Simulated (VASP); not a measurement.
# Ta3N (C2/m) in VASP: notebook

Ta3N is run at these levels: PBE; tasks: single point.

All numbers are computed with VASP 6.6.1; they aren't measurements. Logs are shortened: lines on timing, memory, paths and dates and some standing lists are left out, and cuts for length are marked.

## Step 1: The cell of the first run

Symmetry: C2/m, No. 12, monoclinic system. Conventional cell: a = 5.182 Å, b = 3.052 Å, c = 7.558 Å, α = 90.00°, β = 90.00°, γ = 90.00°. Within 4.0 Å of Ta (site symmetry 2/m) lie 12 Ta at 3.01 to 3.05 Å and 2 N at 3.78 Å. Within 3.2 Å of Ta (site symmetry m) lie 3 N at 2.17 to 2.19 Å and 12 Ta at 3.01 to 3.16 Å. N (site symmetry 2/m) has 6 Ta at 2.17 to 2.19 Å and 6 N at 3.01 to 3.05 Å within 3.1 Å.

## Step 2: Single point, PBE (strain +0.0100 x Voigt [1, -1, 0, 0, 0, 0])

File INCAR:

```
ALGO = Normal
EDIFF = 1E-7
ENCUT = 520
GGA = PE
ISIF = 2
ISMEAR = 0
LASPH = T
LCHARG = F
LREAL = F
LWAVE = F
NBANDS = 27
NELM = 80
PREC = Accurate
SIGMA = 0.15
```

File KPOINTS:

```
k-points
0
Gamma
  18 18 6
```

File POSCAR:

```
Ta3N
1.0
    3.0519925738      0.0000000000      0.0000000000
   -1.5259962869      2.5907644258      0.0000000000
    0.0000000000      0.0000000000      7.5575881873
Ta N
3 1
Direct
    0.0000000000      0.0000000000      0.5000000000
    0.3333333333      0.6666666667      0.1735950547
    0.6666666667      0.3333333333      0.8264049453
    0.0000000000      0.0000000000      0.0000000000
```

Potentials or basis: VASP PAW PBE potentials, release 64 (Ta_pv, N).

The run is started by

```
$ cat potpaw_PBE.64/Ta_pv/POTCAR potpaw_PBE.64/N/POTCAR > POTCAR
$ mpirun -np 1 vasp_std > vasp.out
```

OUTCAR:

```text
EDIFF = 1E-7
   ENCUT = 520
   GGA = PE
   ISIF = 2
   ISMEAR = 0
   LASPH = T
   LREAL = F
   NELM = 80
   PREC = Accurate

 ion  position               nearest neighbor table
   1  0.000  0.000  0.500-   2 3.01   3 3.01   3 3.03   2 3.03   3 3.03   2 3.03
   2  0.333  0.667  0.174-   4 2.17   4 2.19   4 2.19   1 3.01   1 3.03   1 3.03   3 3.14   3 3.16
                             3 3.16
   3  0.667  0.333  0.826-   4 2.17   4 2.19   4 2.19   1 3.01   1 3.03   1 3.03   2 3.14   2 3.16
                             2 3.16
   4  0.000  0.000  0.000-   2 2.17   3 2.17   3 2.19   2 2.19   3 2.19   2 2.19

  Warning from LATTYP: Monoclinic adjustment (A1->A3, A2->A1, A3->A2)!
  LATTYP: Found a base centered orthorhombic cell.
 ALAT       =     3.0519925738
 B/A-ratio  =     1.6977527718
 C/A-ratio  =     2.4762800055

  Lattice vectors:

 A1 = (   1.5259962869,  -2.5907644258,   0.0000000000)
 A2 = (   1.5259962869,   2.5907644258,   0.0000000000)
 A3 = (   0.0000000000,   0.0000000000,   7.5575881873)

Analysis of symmetry for initial positions (statically):
=====================================================================
 Subroutine PRICEL returns:
 Original cell was already a primitive cell.

 Routine SETGRP: Setting up the symmetry group for a
 base centered orthorhombic supercell.

 Subroutine GETGRP returns: Found  4 space group operations
 (whereof  4 operations were pure point group operations)
 out of a pool of  8 trial point group operations.

The static configuration has the point symmetry C_2h.

Analysis of symmetry for dynamics (positions and initial velocities):
=====================================================================
 Subroutine PRICEL returns:
 Original cell was already a primitive cell.

 Routine SETGRP: Setting up the symmetry group for a
 base centered orthorhombic supercell.

 Subroutine GETGRP returns: Found  4 space group operations
 (whereof  4 operations were pure point group operations)
 out of a pool of  8 trial point group operations.

The dynamic configuration has the point symmetry C_2h.

 Subroutine INISYM returns: Found  4 space group operations
 (whereof  4 operations are pure point group operations),
 and found     1 'primitive' translations

----------------------------------------------------------------------------------------

                                     Primitive cell

  volume of cell :      59.7578

  direct lattice vectors                    reciprocal lattice vectors
     3.051992574  0.000000000  0.000000000     0.327654795  0.192993232  0.000000000
    -1.525996287  2.590764426  0.000000000     0.000000000  0.385986464  0.000000000
     0.000000000  0.000000000  7.557588187     0.000000000  0.000000000  0.132317345

  length of vectors
     3.051992574  3.006779835  7.557588187     0.380268395  0.385986464  0.132317345

  position of ions in fractional coordinates (direct lattice)
     0.000000000  0.000000000  0.500000000
     0.333333333  0.666666667  0.173595055
     0.666666667  0.333333333  0.826404945
     0.000000000  0.000000000  0.000000000

  ion indices of the primitive-cell ions
   primitive index   ion index
                 1           1
                 2           2
                 3           3
                 4           4

----------------------------------------------------------------------------------------

 KPOINTS: k-points

Automatic generation of k-mesh.
 Grid dimensions read from file:
 generate k-points for:   18   18    6

 Generating k-lattice:

  Cartesian coordinates                     Fractional coordinates (reciprocal lattice)
     0.018203044  0.010721846  0.000000000     0.055555556  0.000000000  0.000000000
     0.000000000  0.021443692  0.000000000     0.000000000  0.055555556  0.000000000
     0.000000000  0.000000000  0.022052891     0.000000000  0.000000000  0.166666667

  Length of vectors
     0.021126022  0.021443692  0.022052891

  Shift w.r.t. Gamma in fractional coordinates (k-lattice)
     0.000000000  0.000000000  0.000000000

 Subroutine IBZKPT returns following result:
 ===========================================

 Found    524 irreducible k-points:

 Following reciprocal coordinates:
            Coordinates               Weight
  0.000000  0.000000  0.000000      1.000000
  0.055556  0.000000  0.000000      4.000000
  0.111111  0.000000  0.000000      4.000000
  0.166667  0.000000  0.000000      4.000000
  0.222222  0.000000  0.000000      4.000000
  0.277778  0.000000  0.000000      4.000000
[... 16 lines left out ...]
 -0.333333  0.055556  0.000000      4.000000
 -0.277778  0.055556  0.000000      4.000000
 [... further k-points ...]
   k-points           NKPTS =    524   k-points in BZ     NKDIM =    524   number of bands    NBANDS=     27
   number of dos      NEDOS =    301   number of ions     NIONS =      4
   total plane-waves  NPLWV =  32256
   dimension x,y,z NGX =    24 NGY =   24 NGZ =   56
   dimension x,y,z NGXF=    48 NGYF=   48 NGZF=  112
   ions per type =               3   1
   NGX,Y,Z   is equivalent  to a cutoff of  13.07, 13.27, 12.32 a.u.
   NGXF,Y,Z  is equivalent  to a cutoff of  26.15, 26.54, 24.64 a.u.
 SYSTEM =  unknown system
   PREC   = accura    normal or accurate (medium, high low for compatibility)
   ISTART =      0    job   : 0-new  1-cont  2-samecut
   ICHARG =      2    charge: 1-file 2-atom 10-const
   ISPIN  =      1    spin polarized calculation?
   LNONCOLLINEAR =      F non collinear calculations
   LSORBIT =      F    spin-orbit coupling
   LASPH  =      T    aspherical Exc in radial PAW
   ENCUT  =  520.0 eV  38.22 Ry    6.18 a.u.   5.67  5.59 14.05*2*pi/ulx,y,z
   NELM   =     80;   NELMIN=  2; NELMDL= -5     # of ELM steps
   EDIFF  = 0.1E-06   stopping-criterion for ELM
   LREAL  =      F    real-space projection
   EDIFFG = 0.1E-05   stopping-criterion for IOM
   NSW    =      0    number of steps for IOM
   IBRION =     -1    ionic relax: 0-MD 1-quasi-New 2-CG
   NFREE  =      0    steps in history (QN), initial steepest desc. (CG)
   ISIF   =      2    stress and relaxation
   ISYM   =      2    0-nonsym 1-usesym 2-fastsym
   POTIM  = 0.5000    time-step for ionic-motion
   TEBEG  =    0.0;   TEEND  =   0.0 temperature during run
   PSTRESS=    0.0 pullay stress
   NELECT =      38.0000    total number of electrons
   NUPDOWN=      -1.0000    fix difference up-down
   EMIN   =  10.00;   EMAX   =-10.00  energy-range for DOS
   EFERMI =   0.00;   METHOD = LEGACY
   ISMEAR =     0;   SIGMA  =   0.15  broadening in eV -4-tet -1-fermi 0-gaus
   EFERMI_NEDOS =   21; number of points for ismear=-14 and -15
   IALGO  =     38    algorithm
   IMIX   =      4    mixing-type and parameters
     AMIX     =   0.40;   BMIX     =  1.00
     AMIX_MAG =   1.60;   BMIX_MAG =  1.00
  volume/ion in A,a.u.               =      14.94       100.82
  Fermi-wavevector in a.u.,A,eV,Ry     =   1.407790  2.660337 26.965008  1.981872
  Thomas-Fermi vector in A             =   2.530013
   LORBIT       =      0    0 simple, 1 ext, 2 COOP (PROOUT), +10 PAW based schemes
   GGA     = PE    functional components
   LHFCALC =     F    Hartree Fock is set to
   AEXX    =    0.0000 exact exchange contribution
   IVDW    =     0    specifies the selected vdW correction
   LEPSILON=     F    determine dielectric tensor
   LRPA    =     F    only Hartree local field effects (RPA)
 non-spin polarized calculation
 Gauss-broadening in eV      SIGMA  =   0.15
  energy-cutoff  :      520.00
  volume of cell :       59.76
 maximum number of plane-waves:      1638
   NGX = 11   NGY = 11   NGZ = 29

 number of electron      37.9999999 magnetization

 Free energy of the ion-electron system (eV)
  ---------------------------------------------------
  ext. energy  EPLUGINS =         0.00000000
  ---------------------------------------------------
  free energy    TOTEN  =       -45.62402766 eV

  energy without entropy =      -45.58601741  energy(sigma->0) =      -45.60502253

 E-fermi :   6.6511     XC(G=0): -12.6997

 val. band max:        6.6492875753   @ k =  -0.0556  -0.2778   0.1667
 cond. band min:       6.6525168157   @ k =   0.1111   0.0556   0.5000
 fundamental gap:      0.0032292404
 Fermi energy:         6.6511067878

 k-point     1 :       0.0000    0.0000    0.0000
  band No.  band energies     occupation
      1     -28.5228      2.00000
      2     -28.2268      2.00000
      3     -27.9062      2.00000
      4     -27.8774      2.00000
      5     -27.8742      2.00000
      6     -27.8459      2.00000
[... 19 lines left out ...]
     26       9.0391      0.00000
     27      10.0346      0.00000

 k-point     2 :       0.0556    0.0000    0.0000
  band No.  band energies     occupation
      1     -28.5179      2.00000
      2     -28.2239      2.00000
      3     -27.9259      2.00000
      4     -27.8972      2.00000
      5     -27.8826      2.00000
      6     -27.8530      2.00000
[... 19 lines left out ...]
     26       9.1195      0.00000
     27      10.2318      0.00000

 k-point     3 :       0.1111    0.0000    0.0000
  band No.  band energies     occupation
      1     -28.5043      2.00000
      2     -28.2179      2.00000
      3     -27.9872      2.00000
      4     -27.9532      2.00000
      5     -27.9071      2.00000
      6     -27.8660      2.00000
[... 19 lines left out ...]
     26       9.4401      0.00000
     27      10.5828      0.00000

 k-point     4 :       0.1667    0.0000    0.0000
  band No.  band energies     occupation
      1     -28.4859      2.00000
      2     -28.2214      2.00000
      3     -28.0706      2.00000
      4     -28.0410      2.00000
      5     -27.9367      2.00000
      6     -27.8837      2.00000
[... 19 lines left out ...]
     26       9.8429      0.00000
     27      10.8580      0.00000
[... 516 lines left out ...]
      4     -28.0934      2.00000
      5     -28.0589      2.00000
      6     -27.9802      2.00000
[... 19 lines left out ...]
     26      11.1219      0.00000
     27      11.3286      0.00000

 k-point    23 :      -0.3333    0.0556    0.0000
  band No.  band energies     occupation
      1     -28.5022      2.00000
      2     -28.4249      2.00000
      3     -28.2620      2.00000
      4     -28.1023      2.00000
      5     -28.0310      2.00000
      6     -27.9574      2.00000
[... 19 lines left out ...]
     26      10.7542      0.00000
     27      11.1958      0.00000

 k-point    24 :      -0.2778    0.0556    0.0000
  band No.  band energies     occupation
      1     -28.4701      2.00000
      2     -28.3232      2.00000
      3     -28.2015      2.00000
      4     -28.1094      2.00000
      5     -27.9948      2.00000
      6     -27.9314      2.00000
[... 19 lines left out ...]
     26      10.4066      0.00000
     27      11.1236      0.00000

 [... further k-points ...]

------------------------ aborting loop because EDIFF is reached ----------------------------------------

  FORCE on cell =-STRESS in cart. coord.  units (eV):
  Direction    XX          YY          ZZ          XY          YZ          ZX
  --------------------------------------------------------------------------------------
  -------------------------------------------------------------------------------------
  Total       -0.4323815      0.6897573      0.1545036      0.0000000     -0.0917674      0.0000000
  in kB      -11.5926590     18.4932075      4.1424229      0.0000000     -2.4603927      0.0000000
  external PRESSURE =       3.6809905 kB  Pullay stress =       0.0000000 kB

 VOLUME and BASIS-vectors are now :
 -----------------------------------------------------------------------------
  energy-cutoff  :      520.00
  volume of cell :       59.76
      direct lattice vectors                 reciprocal lattice vectors
     3.051992574  0.000000000  0.000000000     0.327654795  0.192993232  0.000000000
    -1.525996287  2.590764426  0.000000000     0.000000000  0.385986464  0.000000000
     0.000000000  0.000000000  7.557588187     0.000000000  0.000000000  0.132317345

 POSITION                                       TOTAL-FORCE (eV/Angst)
 -----------------------------------------------------------------------------------
      0.00000      0.00000      3.77879         0.000000      0.000000      0.000000
     -0.00000      1.72718      1.31196        -0.000000      0.079932      0.057064
      1.52600      0.86359      6.24563         0.000000     -0.079932     -0.057064
      0.00000      0.00000      0.00000         0.000000      0.000000      0.000000
 -----------------------------------------------------------------------------------
    total drift:                                0.000000     -0.000000     -0.000000

  FREE ENERGIE OF THE ION-ELECTRON SYSTEM (eV)
  ---------------------------------------------------
  free  energy   TOTEN  =       -45.6240276565 eV

  energy  without entropy=      -45.5860174112  energy(sigma->0) =      -45.60502253
```

Run time: 7.9 min. Hardware: 1 thread of AMD EPYC 9R45 (Zen 5), shared host; peak memory 0.69 GiB.

What came out:

```yaml
Free_energy: -45.6240 eV
Pressure: 0.4 GPa
Largest_force: 0.098 eV/Å
Band_gap_on_the_k_mesh: zero (bands 19 and 20 overlap by 0.81 eV)
```

Forces in eV/Å, atoms in the order of the input:
```
Ta   0.000  0.000  0.000
Ta   0.000  0.080  0.057
Ta   0.000 -0.080 -0.057
N    0.000  0.000  0.000
```

Caveat: the cell differs from its parent crystal (strain +0.0100 x Voigt [1, -1, 0, 0, 0, 0]); spin-orbit coupling is left out, which moves the levels of the heavy elements.

(Continued in part 2 of 2.)
